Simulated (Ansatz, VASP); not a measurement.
# Two plane-wave programs on CO

```
C O
1.0
    10.00000    0.00000    0.00000
     0.00000   10.00000    0.00000
     0.00000    0.00000   11.00000
C O
1 1
Direct
  0.50000 0.50000 0.45455
  0.50000 0.50000 0.55727
```

Alike in both runs: task relaxation of the atoms; functional PBE; k mesh 1 × 1 × 1; no spin polarisation.

|  | VASP | Ansatz |
| --- | --- | --- |
| version | VASP 6.6.1 | Ansatz 0.2.0 |
| potentials or method | VASP PAW PBE potentials, release 64 (C, O) | scalar-relativistic, plane waves, PAW |
| plane-wave cutoff (eV) | 520 | 420 |
| occupations | gaussian, width 0.01 eV | fixed |
| valence electrons in the cell | 10 | 10 |

Ansatz gave:

* gap on the k mesh at the Fermi level, each at its own relaxed structure (eV): 6.97

**Question.** What did VASP give for the same quantities?

**Answer.** gap on the k mesh at the Fermi level, each at its own relaxed structure (eV): 6.91.

Ansatz's warnings: xc potential rough in thin density.

Noted on VASP's run: the standard files for N, O and F lose accuracy on very short bonds.
